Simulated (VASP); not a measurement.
Runs of VASP 6.6.1 on Be. The structure is that of space group Fd-3m (No. 227), or close to it. The cells are those of the table. 

```tsv
level	spin	cell	k mesh	grid for exact exchange (PRECFOCK)	gap on the mesh (eV)	pressure (GPa)
r2SCAN	off	a = 3.533 Å, angles 60.0°, 2 atoms	12 × 12 × 12	-	none	(b)
r2SCAN	off	a = 3.392 Å, angles 60.0°, 2 atoms	12 × 12 × 12	-	none	4.1
r2SCAN	off	a = 3.487 Å, angles 60.0°, 2 atoms	12 × 12 × 12	-	none	0.0
r2SCAN	off	a = 3.622 Å, angles 60.0°, 2 atoms	12 × 12 × 12	-	none	(a)
r2SCAN	off	a = 3.342 Å, angles 60.0°, 2 atoms	12 × 12 × 12	-	none	6.8
r2SCAN	off	a = 3.487 Å, angles 60.0°, 2 atoms	18 × 18 × 18	-	none	0.0
r2SCAN	off	a = 3.440 Å, angles 60.0°, 2 atoms	12 × 12 × 12	-	none	1.9
r2SCAN	off	a = 3.578 Å, angles 60.0°, 2 atoms	12 × 12 × 12	-	none	-2.9
r2SCAN	off	a = 3.487 Å, angles 60.0°, 2 atoms	6 × 6 × 6	-	none	-0.1
r2SCAN0	off	a = 3.487 Å, angles 60.0°, 2 atoms	6 × 6 × 6	Normal	none	-0.6
r2SCAN	non-collinear, zero start, SOC	a = 3.487 Å, angles 60.0°, 2 atoms	11 × 11 × 11	-	-	-0.1
```

Alike in all rows: task single point; potentials or basis VASP PAW PBE potentials, release 64 (Be); cutoff (eV) 520; smearing fermi-dirac 0.1 eV.

Task: Fill in the values left out.

Result: (a) -4.0; (b) -1.5.

Caveats: some runs use coarse meshes; the PAW data sets were made with another functional, which shifts forces and pressure a little.

A gap of «none» marks levels without a gap at the run's occupations.
